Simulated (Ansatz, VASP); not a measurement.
W in VASP and in Ansatz

```xyz
1
Lattice="-1.5928 1.5928 1.5928 1.5928 -1.5928 1.5928 1.5928 1.5928 -1.5928" Properties=species:S:1:pos:R:3 pbc="T T T"
W     0.0000    0.0000    0.0000
```

Change from the starting cell: volume scaled by 1.02.

Alike in both runs: task single point; functional b88 exchange, pbe correlation; k mesh 12 × 12 × 12; no spin polarisation.

|  | VASP | Ansatz |
| --- | --- | --- |
| version | VASP 6.6.1 | Ansatz 0.2.0 |
| potentials or method | VASP PAW PBE potentials, release 64 (W_sv), cutoff 500 eV | all-electron LAPW, scalar-relativistic |
| occupations | methfessel-paxton of order 1, width 0.01 eV | cold, width 0.01 eV |

|  | VASP | Ansatz | Ansatz less VASP |
| --- | --- | --- | --- |
| gap on the k mesh at the Fermi level (eV) | none | none | - |
| pressure (GPa) | 0.2 | -0.4 | -0.53 |

VASP's potentials were made for PBE, not for b88 exchange, pbe correlation. A gap of «none» marks a metal or a gap that the smearing closes. Ansatz ran all-electron here, and VASP with PAW potentials.

Neither program's run includes spin-orbit coupling.
